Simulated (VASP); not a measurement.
# Mo (Im-3m) in VASP: further runs

Runs on Mo. Level: LDA. Tasks: single point.

Program: VASP 6.6.1. These are calculated values, not measurements. Logs are shortened: lines on timing, memory, paths and dates and some standing lists are left out, and cuts for length are marked.

## 1. The cell of the first run

The structure is cubic, space group Im-3m (No. 229). Conventional cell: a = 2.549 Å, b = 2.549 Å, c = 2.549 Å, α = 90.00°, β = 90.00°, γ = 90.00°. Mo (site symmetry m-3m) has 14 Mo at 2.21 to 2.55 Å within 2.9 Å.

## 2. Single point, LDA (volume scaled by 0.55)

The input, INCAR:

```
ALGO = Normal
EDIFF = 1E-6
ENCUT = 520
ISIF = 2
ISMEAR = -1
LASPH = True
LCHARG = False
LREAL = False
LWAVE = False
NBANDS = 13
NELM = 60
PREC = Accurate
SIGMA = 0.1
```

The input, KPOINTS:

```
k-points
0
Gamma
  19 19 19
```

The input, POSCAR:

```
Mo
1.0
   -1.2745800382      1.2745800382      1.2745800382
    1.2745800382     -1.2745800382      1.2745800382
    1.2745800382      1.2745800382     -1.2745800382
Mo
1
Direct
    0.0000000000      0.0000000000      0.0000000000
```

Potentials or basis: VASP PAW LDA potentials, release 64 (Mo_sv).

Run with:

```bash
cat potpaw_LDA.64/Mo_sv/POTCAR > POTCAR
mpirun -np 1 vasp_std > vasp.out
```

OUTCAR:

```text
EDIFF = 1E-6
   ENCUT = 520
   ISIF = 2
   ISMEAR = -1
   LASPH = True
   LREAL = False
   NELM = 60
   PREC = Accurate

 ion  position               nearest neighbor table
   1  0.000  0.000  0.000-

  LATTYP: Found a body centered cubic cell.
 ALAT       =     2.5491600764

  Lattice vectors:

 A1 = (  -1.2745800382,   1.2745800382,   1.2745800382)
 A2 = (   1.2745800382,  -1.2745800382,   1.2745800382)
 A3 = (   1.2745800382,   1.2745800382,  -1.2745800382)

Analysis of symmetry for initial positions (statically):
=====================================================================
 Subroutine PRICEL returns:
 Original cell was already a primitive cell.

 Routine SETGRP: Setting up the symmetry group for a
 body centered cubic supercell.

 Subroutine GETGRP returns: Found 48 space group operations
 (whereof 48 operations were pure point group operations)
 out of a pool of 48 trial point group operations.

The static configuration has the point symmetry O_h .

Analysis of symmetry for dynamics (positions and initial velocities):
=====================================================================
 Subroutine PRICEL returns:
 Original cell was already a primitive cell.

 Routine SETGRP: Setting up the symmetry group for a
 body centered cubic supercell.

 Subroutine GETGRP returns: Found 48 space group operations
 (whereof 48 operations were pure point group operations)
 out of a pool of 48 trial point group operations.

The dynamic configuration has the point symmetry O_h .

 Subroutine INISYM returns: Found 48 space group operations
 (whereof 48 operations are pure point group operations),
 and found     1 'primitive' translations

----------------------------------------------------------------------------------------

                                     Primitive cell

  volume of cell :       8.2825

  direct lattice vectors                    reciprocal lattice vectors
    -1.274580038  1.274580038  1.274580038     0.000000000  0.392286075  0.392286075
     1.274580038 -1.274580038  1.274580038     0.392286075  0.000000000  0.392286075
     1.274580038  1.274580038 -1.274580038     0.392286075  0.392286075  0.000000000

  length of vectors
     2.207637384  2.207637384  2.207637384     0.554776287  0.554776287  0.554776287

  position of ions in fractional coordinates (direct lattice)
[... 75 lines left out ...]
   ENCUT  =  520.0 eV  38.22 Ry    6.18 a.u.   4.10  4.10  4.10*2*pi/ulx,y,z
   NELM   =     60;   NELMIN=  2; NELMDL= -5     # of ELM steps
   EDIFF  = 0.1E-05   stopping-criterion for ELM
   LREAL  =      F    real-space projection
[... 7 lines left out ...]
   TEBEG  =    0.0;   TEEND  =   0.0 temperature during run
   PSTRESS=    0.0 pullay stress
   NELECT =      14.0000    total number of electrons
   NUPDOWN=      -1.0000    fix difference up-down
   EMIN   =  10.00;   EMAX   =-10.00  energy-range for DOS
   EFERMI =   0.00;   METHOD = LEGACY
   ISMEAR =    -1;   SIGMA  =   0.10  broadening in eV -4-tet -1-fermi 0-gaus
   EFERMI_NEDOS =   21; number of points for ismear=-14 and -15
   IALGO  =     38    algorithm
   IMIX   =      4    mixing-type and parameters
     AMIX     =   0.40;   BMIX     =  1.00
     AMIX_MAG =   1.60;   BMIX_MAG =  1.00
  volume/ion in A,a.u.               =       8.28        55.89
  Fermi-wavevector in a.u.,A,eV,Ry     =   1.950131  3.685213 51.743092  3.803010
  Thomas-Fermi vector in A             =   2.977733
   LORBIT       =      0    0 simple, 1 ext, 2 COOP (PROOUT), +10 PAW based schemes
   GGA     = CA    functional components
   LHFCALC =     F    Hartree Fock is set to
   AEXX    =    0.0000 exact exchange contribution
   IVDW    =     0    specifies the selected vdW correction
   LEPSILON=     F    determine dielectric tensor
   LRPA    =     F    only Hartree local field effects (RPA)
 non-spin polarized calculation
  energy-cutoff  :      520.00
  volume of cell :        8.28
 maximum number of plane-waves:       236
   NGX =  9   NGY =  9   NGZ =  9

 number of electron      14.0000006 magnetization

 Free energy of the ion-electron system (eV)
  ---------------------------------------------------
  ext. energy  EPLUGINS =         0.00000000
  ---------------------------------------------------
  free energy    TOTEN  =        -4.68503204 eV

  energy without entropy =       -4.66511369  energy(sigma->0) =       -4.67507287

 E-fermi :  26.1698     XC(G=0): -17.5000

 val. band max:       26.1681457778   @ k =   0.1053   0.1053   0.0000
 cond. band min:      26.1791199584   @ k =   0.1053   0.1053   0.0000
 fundamental gap:      0.0109741806
 Fermi energy:        26.1698112456

 k-point     1 :       0.0000    0.0000    0.0000
  band No.  band energies     occupation
      1     -37.7503      2.00000
      2      -6.7087      2.00000
      3      -6.7087      2.00000
      4      -6.7087      2.00000
      5      19.1853      2.00000
      6      22.2557      2.00000
      7      22.2557      2.00000
      8      22.2557      2.00000
      9      28.2814      0.00000
     10      28.2814      0.00000
     11      40.2886      0.00000
     12      40.2886      0.00000
     13      40.2886      0.00000
[... 354 lines left out ...]
  band No.  band energies     occupation
      1     -35.5919      2.00000
      2     -13.4020      2.00000
      3      -9.1064      2.00000
      4      -7.2663      2.00000
      5      17.0213      2.00000
      6      18.6854      2.00000
      7      26.5292      0.05352
      8      28.9333      0.00000
      9      31.0892      0.00000
     10      35.4876      0.00000
     11      41.7843      0.00000
     12      49.4428      0.00000
     13      54.0742      0.00000

 [... further k-points ...]

------------------------ aborting loop because EDIFF is reached ----------------------------------------

  FORCE on cell =-STRESS in cart. coord.  units (eV):
  Direction    XX          YY          ZZ          XY          YZ          ZX
  --------------------------------------------------------------------------------------
  -------------------------------------------------------------------------------------
  Total       29.3791445     29.3791445     29.3791445      0.0000000     -0.0000000     -0.0000000
  in kB     5683.1405801   5683.1405801   5683.1405801      0.0000000     -0.0000000     -0.0000000
  external PRESSURE =    5683.1405801 kB  Pullay stress =       0.0000000 kB

 VOLUME and BASIS-vectors are now :
 -----------------------------------------------------------------------------
  energy-cutoff  :      520.00
  volume of cell :        8.28
      direct lattice vectors                 reciprocal lattice vectors
    -1.274580038  1.274580038  1.274580038     0.000000000  0.392286075  0.392286075
     1.274580038 -1.274580038  1.274580038     0.392286075  0.000000000  0.392286075
     1.274580038  1.274580038 -1.274580038     0.392286075  0.392286075  0.000000000

 POSITION                                       TOTAL-FORCE (eV/Angst)
 -----------------------------------------------------------------------------------
      0.00000      0.00000      0.00000        -0.000000     -0.000000      0.000000
 -----------------------------------------------------------------------------------
    total drift:                                0.000000      0.000000      0.000000

  FREE ENERGIE OF THE ION-ELECTRON SYSTEM (eV)
  ---------------------------------------------------
  free  energy   TOTEN  =        -4.6850320432 eV

  energy  without entropy=       -4.6651136943  energy(sigma->0) =       -4.67507287
```

OSZICAR:

```text
N       E                     dE             d eps       ncg     rms          rms(c)
DAV:   1     0.984281200062E+02    0.98428E+02   -0.79452E+03  5791   0.119E+03
DAV:   2    -0.402549644464E+01   -0.10245E+03   -0.97871E+02  6265   0.337E+02
DAV:   3    -0.498859254115E+01   -0.96310E+00   -0.96135E+00  6535   0.335E+01
DAV:   4    -0.499018267457E+01   -0.15901E-02   -0.15901E-02  6445   0.156E+00
DAV:   5    -0.499018804673E+01   -0.53722E-05   -0.53754E-05  6525   0.842E-02    0.685E+01
DAV:   6    -0.475831302962E+01    0.23188E+00   -0.11354E-01  5975   0.473E+00    0.363E+01
DAV:   7    -0.468572727452E+01    0.72586E-01   -0.83092E-02  6020   0.382E+00    0.153E+00
DAV:   8    -0.468500507429E+01    0.72220E-03   -0.70469E-03  5970   0.121E+00    0.265E-01
DAV:   9    -0.468501943472E+01   -0.14360E-04   -0.41806E-05  6800   0.790E-02    0.275E-02
DAV:  10    -0.468503177144E+01   -0.12337E-04   -0.66394E-06  6040   0.352E-02    0.226E-03
DAV:  11    -0.468503204322E+01   -0.27178E-06   -0.32369E-07  3395   0.814E-03
   1 F= -.46850320E+01 E0= -.46750729E+01  d E =-.199183E-01
```

It took 8.3 s on 1 thread of AMD EPYC 9R45 (Zen 5), shared host; peak memory 0.1 GiB.

What came out:

```yaml
Free_energy: -4.6850 eV
Pressure: 568.3 GPa
Band_gap_on_the_k_mesh: zero (band 7 reaches 34.25 eV, above the bottom of band 8 at 22.26 eV)
```

Levels at points of the mesh, in eV from the Fermi level:
```tsv
k point	band 4	band 5	band 6	band 7	band 8	band 9	band 10	band 11
(0.00, 0.00, 0.00)	-32.88	-6.98	-3.91	-3.91	-3.91	2.11	2.11	14.12
```

## 3. Single point, LDA (volume scaled by 0.64)

The input, INCAR:

```
PREC     = Accurate       # precision mode
ENCUT    = 520            # plane-wave cutoff, eV
EDIFF    = 1E-6           # SCF threshold, eV
ISMEAR   = -1             # smearing method
SIGMA    = 0.1            # smearing width, eV
LREAL    = False          # projectors in reciprocal space
LASPH    = True           # aspherical terms in the spheres
NELM     = 100            # most SCF steps
ALGO     = Normal         # electronic algorithm
ISIF     = 2              # what is computed and relaxed
LWAVE    = False          # write WAVECAR
LCHARG   = False          # write CHGCAR
NBANDS   = 13             # bands
```

The input, KPOINTS:

```
regular mesh
0
Gamma
  19 19 19
```

The input, POSCAR:

```
Mo
1.0
   -1.3406215843      1.3406215843      1.3406215843
    1.3406215843     -1.3406215843      1.3406215843
    1.3406215843      1.3406215843     -1.3406215843
Mo
1
Direct
    0.0000000000      0.0000000000      0.0000000000
```

Potentials or basis: VASP PAW LDA potentials, release 64 (Mo_sv).

Run with:

```bash
cat potpaw_LDA.64/Mo_sv/POTCAR > POTCAR
mpirun -np 1 vasp_std > vasp.out
```

OUTCAR:

```text
PREC = Accurate
   ENCUT = 520
   EDIFF = 1E-6
   ISMEAR = -1
   LREAL = False
   LASPH = True
   NELM = 100
   ISIF = 2

 ion  position               nearest neighbor table
   1  0.000  0.000  0.000-

  LATTYP: Found a body centered cubic cell.
 ALAT       =     2.6812431686

  Lattice vectors:

 A1 = (  -1.3406215843,   1.3406215843,   1.3406215843)
 A2 = (   1.3406215843,  -1.3406215843,   1.3406215843)
 A3 = (   1.3406215843,   1.3406215843,  -1.3406215843)

Analysis of symmetry for initial positions (statically):
=====================================================================
 Subroutine PRICEL returns:
 Original cell was already a primitive cell.

 Routine SETGRP: Setting up the symmetry group for a
 body centered cubic supercell.

 Subroutine GETGRP returns: Found 48 space group operations
 (whereof 48 operations were pure point group operations)
 out of a pool of 48 trial point group operations.

The static configuration has the point symmetry O_h .

[... 166 lines left out ...]
  band No.  band energies     occupation
      1     -40.2110      2.00000
      2     -11.0201      2.00000
      3     -11.0201      2.00000
      4     -11.0201      2.00000
      5      14.5282      2.00000
      6      19.2062      2.00000
      7      19.2062      2.00000
      8      19.2062      2.00000
      9      24.4035      0.00000
     10      24.4035      0.00000
     11      36.8617      0.00000
     12      36.8617      0.00000
     13      36.8617      0.00000
[... 354 lines left out ...]
  band No.  band energies     occupation
      1     -38.8458      2.00000
      2     -15.6941      2.00000
      3     -12.6527      2.00000
      4     -11.3656      2.00000
      5      14.4140      2.00000
      6      16.1413      2.00000
      7      22.3365      0.49945
      8      24.4822      0.00000
      9      26.4032      0.00000
     10      29.9216      0.00000
     11      37.3535      0.00000
     12      43.2086      0.00000
     13      48.5208      0.00000

 [... further k-points ...]

------------------------ aborting loop because EDIFF is reached ----------------------------------------

  FORCE on cell =-STRESS in cart. coord.  units (eV):
  Direction    XX          YY          ZZ          XY          YZ          ZX
  --------------------------------------------------------------------------------------
  -------------------------------------------------------------------------------------
  Total       19.2168405     19.2168405     19.2168405     -0.0000000      0.0000000      0.0000000
  in kB     3194.5813722   3194.5813722   3194.5813722     -0.0000000      0.0000000      0.0000000
  external PRESSURE =    3194.5813722 kB  Pullay stress =       0.0000000 kB

 VOLUME and BASIS-vectors are now :
 -----------------------------------------------------------------------------
  energy-cutoff  :      520.00
  volume of cell :        9.64
      direct lattice vectors                 reciprocal lattice vectors
    -1.340621584  1.340621584  1.340621584     0.000000000  0.372961323  0.372961323
     1.340621584 -1.340621584  1.340621584     0.372961323  0.000000000  0.372961323
     1.340621584  1.340621584 -1.340621584     0.372961323  0.372961323  0.000000000

 POSITION                                       TOTAL-FORCE (eV/Angst)
 -----------------------------------------------------------------------------------
      0.00000      0.00000      0.00000         0.000000     -0.000000      0.000000
 -----------------------------------------------------------------------------------
    total drift:                                0.000000     -0.000000      0.000000

  FREE ENERGIE OF THE ION-ELECTRON SYSTEM (eV)
  ---------------------------------------------------
  free  energy   TOTEN  =        -8.3491151027 eV

  energy  without entropy=       -8.3310227850  energy(sigma->0) =       -8.34006894
```

OSZICAR:

```text
N       E                     dE             d eps       ncg     rms          rms(c)
DAV:   1     0.988608554103E+02    0.98861E+02   -0.80049E+03  5762   0.117E+03
DAV:   2    -0.764815759231E+01   -0.10651E+03   -0.10189E+03  6235   0.337E+02
DAV:   3    -0.871022353045E+01   -0.10621E+01   -0.10592E+01  6575   0.349E+01
DAV:   4    -0.871231822705E+01   -0.20947E-02   -0.20946E-02  6500   0.176E+00
DAV:   5    -0.871232696219E+01   -0.87351E-05   -0.87343E-05  6485   0.105E-01    0.477E+01
DAV:   6    -0.843066694228E+01    0.28166E+00   -0.19365E-01  6070   0.617E+00    0.234E+01
DAV:   7    -0.835140229888E+01    0.79265E-01   -0.10270E-01  6225   0.433E+00    0.149E+00
DAV:   8    -0.834910189829E+01    0.23004E-02   -0.71840E-03  5805   0.121E+00    0.286E-01
DAV:   9    -0.834910055724E+01    0.13411E-05   -0.46555E-05  6930   0.848E-02    0.344E-02
DAV:  10    -0.834911514739E+01   -0.14590E-04   -0.59235E-06  5920   0.299E-02    0.322E-03
DAV:  11    -0.834911510273E+01    0.44659E-07   -0.24892E-07  3275   0.705E-03
   1 F= -.83491151E+01 E0= -.83400689E+01  d E =-.180923E-01
```

stdout:

```text
POSCAR found type information on POSCAR Mo
 POSCAR found :  1 types and       1 ions
 scaLAPACK will be used
 LDA part: xc-table for (Slater(with rela. corr.)+CA(PZ))
 , standard interpolation
 POSCAR, INCAR and KPOINTS ok, starting setup
 FFT: planning ... GRIDC
 FFT: planning ... GRID_SOFT
 FFT: planning ... GRID
 WAVECAR not read
 entering main loop
```

Wall time 12 s (1 thread of AMD EPYC 9R45 (Zen 5), shared host); peak memory 0.1 GiB.

Results:

```yaml
Free_energy: -8.3491 eV
Pressure: 319.5 GPa
Band_gap_on_the_k_mesh: zero (band 7 reaches 29.14 eV, above the bottom of band 8 at 19.21 eV)
```

Levels at points of the mesh, in eV from the Fermi level:
```tsv
k point	band 5	band 6	band 7	band 8	band 9	band 10
(0.00, 0.00, 0.00)	-7.70	-3.02	-3.02	-3.02	2.18	2.18
```

## 4. Single point, LDA (volume scaled by 0.72)

The input, INCAR:

```
SYSTEM = Mo
  ALGO = Normal
  EDIFF = 1E-6
  ENCUT = 520
  ISIF = 2
  ISMEAR = -1
  LASPH = .True.
  LCHARG = .False.
  LREAL = .False.
  LWAVE = .False.
  NBANDS = 13
  NELM = 80
  PREC = Accurate
  SIGMA = 0.1
```

The input, KPOINTS:

```
k-points
0
Gamma
  19 19 19
  0 0 0
```

The input, POSCAR:

```
Mo
1.0
   -1.3943026352      1.3943026352      1.3943026352
    1.3943026352     -1.3943026352      1.3943026352
    1.3943026352      1.3943026352     -1.3943026352
Mo
1
Direct
    0.0000000000      0.0000000000      0.0000000000
```

Run with:

```bash
cat potpaw_LDA.64/Mo_sv/POTCAR > POTCAR
mpirun -np 1 vasp_std > vasp.out
```

Run time: 12 s. Hardware: 1 thread of AMD EPYC 9R45 (Zen 5), shared host; peak memory 0.11 GiB.

Results (log left out):

```yaml
Free_energy: -10.2205 eV
Pressure: 188.3 GPa
Band_gap_on_the_k_mesh: zero (band 7 reaches 25.55 eV, above the bottom of band 8 at 17.01 eV)
```

Levels at points of the mesh, in eV from the Fermi level:
| k point | band 4 | band 5 | band 6 | band 7 | band 8 | band 9 | band 10 | band 11 |
| --- | --- | --- | --- | --- | --- | --- | --- | --- |
| (0.00, 0.00, 0.00) | -33.54 | -7.90 | -2.48 | -2.48 | -2.48 | 2.11 | 2.11 | 14.85 |

(Part 1 of 2 ends here.)
